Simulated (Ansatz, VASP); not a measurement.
# Sn3Br: VASP beside Ansatz

```xyz
8
Lattice="6.7739 0.0000 0.0000 -3.3870 5.8664 0.0000 0.0000 0.0000 5.7532" Properties=species:S:1:pos:R:3 pbc="T T T"
Sn    0.0000    1.8838    1.4383
Sn   -1.7555    4.9245    1.4383
Sn    1.7555    4.9245    1.4383
Sn    3.3870    3.9826    4.3149
Sn    5.1425    0.9419    4.3149
Sn    1.6314    0.9419    4.3149
Br    0.0000    3.9109    4.3149
Br    3.3870    1.9555    1.4383
```

Change from the starting cell: species swapped into the NaIn3 type (P6_3/mmc, No. 194).

Alike in both runs: functional PBE; k mesh 6 × 6 × 8; occupations gaussian, width 0.1 eV; no spin polarisation.

Ansatz relaxed the structure, and its values are those at the end. VASP's run is a single point on that final structure, the one shown.

|  | VASP | Ansatz |
| --- | --- | --- |
| version | VASP 6.6.1 | Ansatz 0.2.0 |
| potentials or method | VASP PAW PBE potentials, release 64 (Sn_d, Br), cutoff 520 eV | scalar-relativistic, plane waves, PAW |
| valence electrons in the cell | 98 | 98 |

```csv
,VASP,Ansatz,Ansatz less VASP
gap on the k mesh at the Fermi level (eV),none,none,-
pressure (GPa),0.0,0.0,+0.04
```

A gap of «none» marks a metal or a gap that the smearing closes.
